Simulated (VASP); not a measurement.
Runs of VASP 6.6.1 on Te2Mo. The structure is that of space group P-6m2 (No. 187), or close to it. The cells are those of the table. 

```tsv
level	potentials or basis	cell	k mesh	smearing	gap on the mesh (eV)	largest force (eV/Å)
LDA	VASP PAW LDA potentials, release 64 (Te, Mo_sv)	a = 3.560, b = 3.560, c = 17.524 Å, angles 90.0, 90.0, 120.0°, 3 atoms	6 × 6 × 1	gaussian 0.1 eV	(b)	0.36
PBE	VASP PAW PBE potentials, release 64 (Te, Mo_sv)	a = 3.560, b = 3.560, c = 17.524 Å, angles 90.0, 90.0, 120.0°, 3 atoms	4 × 4 × 1	tetrahedron	1.70	0.24
PBE	VASP PAW PBE potentials, release 64 (Te, Mo_sv)	a = 3.560, b = 3.560, c = 17.524 Å, angles 90.0, 90.0, 120.0°, 3 atoms	6 × 6 × 1	fermi-dirac 0.14 eV	1.05	0.24
PBE	VASP PAW PBE potentials, release 64 (Te, Mo_sv)	a = 3.560, b = 3.560, c = 17.524 Å, angles 90.0, 90.0, 120.0°, 3 atoms	7 × 1 × 3	gaussian 0.01 eV	1.72	0.70
PBEsol	VASP PAW PBE potentials, release 64 (Te, Mo_sv)	a = 3.560, b = 3.560, c = 17.524 Å, angles 90.0, 90.0, 120.0°, 3 atoms	3 × 3 × 1	gaussian 0.1 eV	0.99	0.33
PBE	VASP PAW PBE potentials, release 64 (Te, Mo_sv)	a = 3.741, b = 3.741, c = 18.413 Å, angles 90.0, 90.0, 120.0°, 3 atoms	6 × 6 × 1	gaussian 0.1 eV	0.84	1.46
PBE	VASP PAW PBE potentials, release 64 (Te, Mo_sv)	a = 3.560, b = 3.560, c = 17.524 Å, angles 90.0, 90.0, 120.0°, 3 atoms	3 × 3 × 1	gaussian 0.1 eV	1.00	0.06
PBE	VASP PAW PBE potentials, release 64 (Te, Mo_sv)	a = 3.560, b = 3.560, c = 17.524 Å, angles 90.0, 90.0, 120.0°, 3 atoms	2 × 2 × 1	gaussian 0.1 eV	(a)	0.43
```

Alike in all rows: task single point; no spin polarisation; cutoff (eV) 500.

**Question.** Estimate the missing entries.

**Answer.** (a) 1.62; (b) 1.04.

Caveats: some runs use coarse meshes; spin-orbit coupling is left out, which moves the levels of the heavy elements; the PAW data sets were made with another functional, which shifts forces and pressure a little (some runs).

A k mesh can miss the band edges, and the runs leave out spin-orbit coupling on Mo, Te.
